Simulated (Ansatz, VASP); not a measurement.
Hf: VASP beside Ansatz

```xyz
1
Lattice="-1.8592 1.8592 1.8321 1.8592 -1.8592 1.8321 1.8592 1.8592 -1.8321" Properties=species:S:1:pos:R:3 pbc="T T T"
Hf    0.0000    0.0000    0.0000
```

Change from the starting cell: strain +0.030 along x and y, +0.015 along z, atoms carried along.

Alike in both runs: task single point; functional PBEsol; k mesh 18 × 18 × 18; occupations gaussian, width 0.15 eV; no spin polarisation.

|  | VASP | Ansatz |
| --- | --- | --- |
| version | VASP 6.6.1 | Ansatz 0.2.0 |
| potentials or method | VASP PAW PBE potentials, release 64 (Hf_pv), cutoff 520 eV | scalar-relativistic, plane waves, PAW |
| valence electrons in the cell | 10 | 26 |

|  | VASP | Ansatz | Ansatz less VASP |
| --- | --- | --- | --- |
| gap on the k mesh at the Fermi level (eV) | none | none | - |
| pressure (GPa) | -14.1 | -13.8 | +0.32 |
| traceless stress, the component that is largest in VASP (GPa) | -0.52 | -0.51 | +0.010 |

VASP's potentials were made for PBE, not for PBEsol. A gap of «none» marks a metal or a gap that the smearing closes. VASP's potentials hold 10 valence electrons a cell and Ansatz's 26, so a difference there can come from the potentials and not from the codes.

Neither program's run includes spin-orbit coupling.
